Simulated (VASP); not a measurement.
# CuO2 (Fm-3m) in VASP: a series of runs, part 2 of 2

VASP 6.6.1. Earlier steps stand in the parts before.

## 3. Single point, PBEsol+U

File INCAR:

```
PREC = Accurate
ENCUT = 520
EDIFF = 1E-6
ISMEAR = 0
SIGMA = 0.05
LREAL = F
LASPH = T
NELM = 150
ALGO = Normal
ISIF = 2
LWAVE = F
LCHARG = F
LMAXMIX = 4
LDAU = T
LDAUTYPE = 2
LDAUL = 2 -1
LDAUU = 4 0
LDAUJ = 0 0
LDAUPRINT = 1
GGA = PS
NBANDS = 18
```

File KPOINTS:

```
Automatic mesh
0
Gamma
  16 16 16
```

File POSCAR:

```
CuO2
1.0
    0.0000000000      2.3844798727      2.3844798727
    2.3844798727      0.0000000000      2.3844798727
    2.3844798727      2.3844798727      0.0000000000
Cu O
1 2
Direct
    0.0000000000      0.0000000000      0.0000000000
    0.2500000000      0.2500000000      0.2500000000
    0.7500000000      0.7500000000      0.7500000000
```

Potentials or basis: VASP PAW PBE potentials, release 64 (Cu, O).

The run is started by

```
cat potpaw_PBE.64/Cu/POTCAR potpaw_PBE.64/O/POTCAR > POTCAR
mpirun -np 1 vasp_std > vasp.out
```

OUTCAR:

```text
PREC = Accurate
   ENCUT = 520
   EDIFF = 1E-6
   ISMEAR = 0
   LREAL = F
   LASPH = T
   NELM = 150
   ISIF = 2
   GGA = PS

 ion  position               nearest neighbor table
   1  0.000  0.000  0.000-   3 2.07   3 2.07   3 2.07   2 2.07   3 2.07   2 2.07   2 2.07   2 2.07

   2  0.250  0.250  0.250-   1 2.07   1 2.07   1 2.07   1 2.07
   3  0.750  0.750  0.750-   1 2.07   1 2.07   1 2.07   1 2.07

  LATTYP: Found a face centered cubic cell.
 ALAT       =     4.7689597454

  Lattice vectors:

 A1 = (   0.0000000000,   2.3844798727,   2.3844798727)
 A2 = (   2.3844798727,   0.0000000000,   2.3844798727)
 A3 = (   2.3844798727,   2.3844798727,   0.0000000000)

Analysis of symmetry for initial positions (statically):
=====================================================================
 Subroutine PRICEL returns:
 Original cell was already a primitive cell.

 Routine SETGRP: Setting up the symmetry group for a
 face centered cubic supercell.

 Subroutine GETGRP returns: Found 48 space group operations
 (whereof 48 operations were pure point group operations)
 out of a pool of 48 trial point group operations.

The static configuration has the point symmetry O_h .

Analysis of symmetry for dynamics (positions and initial velocities):
=====================================================================
 Subroutine PRICEL returns:
 Original cell was already a primitive cell.

 Routine SETGRP: Setting up the symmetry group for a
 face centered cubic supercell.

 Subroutine GETGRP returns: Found 48 space group operations
 (whereof 48 operations were pure point group operations)
 out of a pool of 48 trial point group operations.

The dynamic configuration has the point symmetry O_h .

 Subroutine INISYM returns: Found 48 space group operations
 (whereof 48 operations are pure point group operations),
 and found     1 'primitive' translations

----------------------------------------------------------------------------------------

                                     Primitive cell

  volume of cell :      27.1151

  direct lattice vectors                    reciprocal lattice vectors
     0.000000000  2.384479873  2.384479873    -0.209689335  0.209689335  0.209689335
     2.384479873  0.000000000  2.384479873     0.209689335 -0.209689335  0.209689335
     2.384479873  2.384479873  0.000000000     0.209689335  0.209689335 -0.209689335

  length of vectors
     3.372163775  3.372163775  3.372163775     0.363192583  0.363192583  0.363192583

  position of ions in fractional coordinates (direct lattice)
     0.000000000  0.000000000  0.000000000
     0.250000000  0.250000000  0.250000000
     0.750000000  0.750000000  0.750000000

  ion indices of the primitive-cell ions
   primitive index   ion index
                 1           1
[... 89 lines left out ...]
   ISMEAR =     0;   SIGMA  =   0.05  broadening in eV -4-tet -1-fermi 0-gaus
   EFERMI_NEDOS =   21; number of points for ismear=-14 and -15
   IALGO  =     38    algorithm
   IMIX   =      4    mixing-type and parameters
     AMIX     =   0.40;   BMIX     =  1.00
     AMIX_MAG =   1.60;   BMIX_MAG =  1.00
  volume/ion in A,a.u.               =       9.04        60.99
  Fermi-wavevector in a.u.,A,eV,Ry     =   1.549698  2.928505 32.675267  2.401564
  Thomas-Fermi vector in A             =   2.654468
   LORBIT       =      0    0 simple, 1 ext, 2 COOP (PROOUT), +10 PAW based schemes
 LDA+U is selected, type is set to LDAUTYPE =  2
   angular momentum for each species LDAUL =     2   -1
   U (eV)           for each species LDAUU =   4.0  0.0
   J (eV)           for each species LDAUJ =   0.0  0.0
   GGA     = PS    functional components
   LHFCALC =     F    Hartree Fock is set to
   AEXX    =    0.0000 exact exchange contribution
   IVDW    =     0    specifies the selected vdW correction
   LEPSILON=     F    determine dielectric tensor
   LRPA    =     F    only Hartree local field effects (RPA)
 non-spin polarized calculation
 Gauss-broadening in eV      SIGMA  =   0.05
  energy-cutoff  :      520.00
  volume of cell :       27.12
 maximum number of plane-waves:       748
 NGX is ok and might be reduce to    28
   NGX = 13   NGY = 13   NGZ = 13

atom =   1  type =  1  l = 2

 onsite density matrix

spin component  1

  0.8797  0.0000 -0.0000 -0.0000  0.0000
  0.0000  0.8797  0.0000 -0.0000 -0.0000
 -0.0000  0.0000  0.9661  0.0000  0.0000
 -0.0000 -0.0000  0.0000  0.8797 -0.0000
  0.0000 -0.0000  0.0000 -0.0000  0.9661

spin component  2

  0.8797  0.0000 -0.0000 -0.0000  0.0000
  0.0000  0.8797  0.0000 -0.0000 -0.0000
 -0.0000  0.0000  0.9661  0.0000  0.0000
 -0.0000 -0.0000  0.0000  0.8797 -0.0000
  0.0000 -0.0000  0.0000 -0.0000  0.9661

 occupancies and eigenvectors

  o =  0.8797  v =  1.0000  0.0000  0.0000  0.0000  0.0000  0.0000  0.0000  0.0000  0.0000  0.0000      0.0000  0.0000  0.0000  0.0000  0.0000  0.0000  0.0000  0.0000  0.0000  0.0000
  o =  0.8797  v =  0.0000  0.0875 -0.0000  0.9962  0.0000  0.0000  0.0000  0.0000  0.0000  0.0000      0.0000  0.0000  0.0000  0.0000  0.0000  0.0000  0.0000  0.0000  0.0000  0.0000
  o =  0.8797  v =  0.0000  0.0000  0.0000  0.0000  0.0000  1.0000  0.0000  0.0000  0.0000  0.0000      0.0000  0.0000  0.0000  0.0000  0.0000  0.0000  0.0000  0.0000  0.0000  0.0000
  o =  0.8797  v =  0.0000  0.0000  0.0000  0.0000  0.0000  0.0000  0.0875 -0.0000  0.9962  0.0000      0.0000  0.0000  0.0000  0.0000  0.0000  0.0000  0.0000  0.0000  0.0000  0.0000
  o =  0.8797  v =  0.0000 -0.9962 -0.0000  0.0875  0.0000  0.0000  0.0000  0.0000  0.0000  0.0000      0.0000  0.0000  0.0000  0.0000  0.0000  0.0000  0.0000  0.0000  0.0000  0.0000
  o =  0.8797  v =  0.0000  0.0000  0.0000  0.0000  0.0000  0.0000 -0.9962 -0.0000  0.0875  0.0000      0.0000  0.0000  0.0000  0.0000  0.0000  0.0000  0.0000  0.0000  0.0000  0.0000
  o =  0.9661  v =  0.0000 -0.0000  0.9335  0.0000 -0.3585  0.0000  0.0000  0.0000  0.0000  0.0000      0.0000  0.0000  0.0000  0.0000  0.0000  0.0000  0.0000  0.0000  0.0000  0.0000
  o =  0.9661  v =  0.0000 -0.0000  0.3585  0.0000  0.9335  0.0000  0.0000  0.0000  0.0000  0.0000      0.0000  0.0000  0.0000  0.0000  0.0000  0.0000  0.0000  0.0000  0.0000  0.0000
  o =  0.9661  v =  0.0000  0.0000  0.0000  0.0000  0.0000  0.0000 -0.0000  0.9335  0.0000 -0.3585      0.0000  0.0000  0.0000  0.0000  0.0000  0.0000  0.0000  0.0000  0.0000  0.0000
  o =  0.9661  v =  0.0000  0.0000  0.0000  0.0000  0.0000  0.0000 -0.0000  0.3585  0.0000  0.9335      0.0000  0.0000  0.0000  0.0000  0.0000  0.0000  0.0000  0.0000  0.0000  0.0000

 number of electron      23.0000006 magnetization

 Free energy of the ion-electron system (eV)
  ---------------------------------------------------
  ext. energy  EPLUGINS =         0.00000000
  ---------------------------------------------------
  free energy    TOTEN  =       -12.52920560 eV

  energy without entropy =      -12.51237578  energy(sigma->0) =      -12.52079069

 E-fermi :   4.2843     XC(G=0): -12.3399

 val. band max:        4.2839291285   @ k =   0.3125   0.0625   0.0000
 cond. band min:       4.2844909666   @ k =   0.5000   0.0625   0.0000
 fundamental gap:      0.0005618381
 Fermi energy:         4.2843068753

 k-point     1 :       0.0000    0.0000    0.0000
  band No.  band energies     occupation
      1     -15.6337      2.00000
      2     -11.3654      2.00000
      3      -1.9123      2.00000
      4      -1.9123      2.00000
      5      -1.9123      2.00000
      6       0.7142      2.00000
[... 481 lines left out ...]
      5      -1.6791      2.00000
      6       0.6318      2.00000
[... 10 lines left out ...]
     17      16.9033      0.00000
     18      23.3900      0.00000

 [... further k-points ...]

------------------------ aborting loop because EDIFF is reached ----------------------------------------

  FORCE on cell =-STRESS in cart. coord.  units (eV):
  Direction    XX          YY          ZZ          XY          YZ          ZX
  --------------------------------------------------------------------------------------
  -------------------------------------------------------------------------------------
  Total       -0.4875112     -0.4875112     -0.4875112     -0.0000000     -0.0000000      0.0000000
  in kB      -28.8060810    -28.8060810    -28.8060810     -0.0000000     -0.0000000      0.0000000
  external PRESSURE =     -28.8060810 kB  Pullay stress =       0.0000000 kB

 VOLUME and BASIS-vectors are now :
 -----------------------------------------------------------------------------
  energy-cutoff  :      520.00
  volume of cell :       27.12
      direct lattice vectors                 reciprocal lattice vectors
     0.000000000  2.384479873  2.384479873    -0.209689335  0.209689335  0.209689335
     2.384479873  0.000000000  2.384479873     0.209689335 -0.209689335  0.209689335
     2.384479873  2.384479873  0.000000000     0.209689335  0.209689335 -0.209689335

 POSITION                                       TOTAL-FORCE (eV/Angst)
 -----------------------------------------------------------------------------------
      0.00000      0.00000      0.00000        -0.000000     -0.000000     -0.000000
      1.19224      1.19224      1.19224        -0.000000     -0.000000     -0.000000
      3.57672      3.57672      3.57672         0.000000      0.000000      0.000000
 -----------------------------------------------------------------------------------
    total drift:                               -0.000000     -0.000000      0.000000

  FREE ENERGIE OF THE ION-ELECTRON SYSTEM (eV)
  ---------------------------------------------------
  free  energy   TOTEN  =       -12.5292056038 eV

  energy  without entropy=      -12.5123757849  energy(sigma->0) =      -12.52079069
```

stdout:

```text
POSCAR found type information on POSCAR CuO
 POSCAR found :  2 types and       3 ions
 scaLAPACK will be used
 -----------------------------------------------------------------------------
|                                                                             |
|                                                                             |
|     You enforced a specific xc type in the INCAR file but a different       |
|     I HOPE YOU KNOW WHAT YOU ARE DOING!                                     |
|                                                                             |
 -----------------------------------------------------------------------------

 LDA part: xc-table for (Slater+PW92), standard interpolation
 POSCAR, INCAR and KPOINTS ok, starting setup
 FFT: planning ... GRIDC
 FFT: planning ... GRID_SOFT
 FFT: planning ... GRID
 WAVECAR not read
 entering main loop
```

It took 48 s on 1 thread of Intel Xeon 6975P-C (Granite Rapids), shared host; peak memory 0.2 GiB.

What came out:

```
Free energy : -12.5292 eV
Pressure    : -2.9 GPa
```

Eigenvalues of the final occupation matrices:
```tsv
site	spin	trace	eigenvalues
site 1 d	1	4.57	0.88 0.88 0.88 0.97 0.97
site 1 d	2	4.57	0.88 0.88 0.88 0.97 0.97
```

Caveat: the PAW data sets were made with another functional, which shifts forces and pressure a little; an odd number of electrons without spin polarisation forces a metal; a magnetic or distorted state may lie lower; U without spin polarisation on a metal has little footing.
